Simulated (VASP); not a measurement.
Input of a VASP 6.6.1 run:

File INCAR:

```
SYSTEM = Sn2C
PREC = Accurate
ENCUT = 520
EDIFF = 1E-6
ISMEAR = 0
SIGMA = 0.1
LREAL = .False.
LASPH = .True.
NELM = 60
ALGO = Normal
ISIF = 2
LWAVE = .False.
LCHARG = .False.
GGA = PE
NBANDS = 41
```

File KPOINTS:

```
regular mesh
0
Gamma
  8 8 8
  0 0 0
```

Contents of POSCAR:

```
Sn2C
1.0
    5.1016994119      0.0000000000      0.0000000000
    0.0000000000      5.1016994119      0.0000000000
    0.0000000000      0.0000000000      5.1016994119
Sn C
4 2
Direct
    0.2500000000      0.2500000000      0.2500000000
    0.2500000000      0.7500000000      0.7500000000
    0.7500000000      0.7500000000      0.2500000000
    0.7500000000      0.2500000000      0.7500000000
    0.0000000000      0.0000000000      0.0000000000
    0.5000000000      0.5000000000      0.5000000000
```

Potentials or basis: VASP PAW PBE potentials, release 64 (Sn_d, C).

The run is started by

```bash
$ cat potpaw_PBE.64/Sn_d/POTCAR potpaw_PBE.64/C/POTCAR > POTCAR
$ mpirun -np 1 vasp_std > vasp.out
```

Task: What does it give for the band gap on the k mesh?

Result: Zero (band 32 reaches 8.68 eV, above the bottom of band 33 at 6.75 eV).

Task: What does it give for the pressure?

Result: -0.1 GPa.

Caveat: spin-orbit coupling is left out, which moves the levels of the heavy elements.
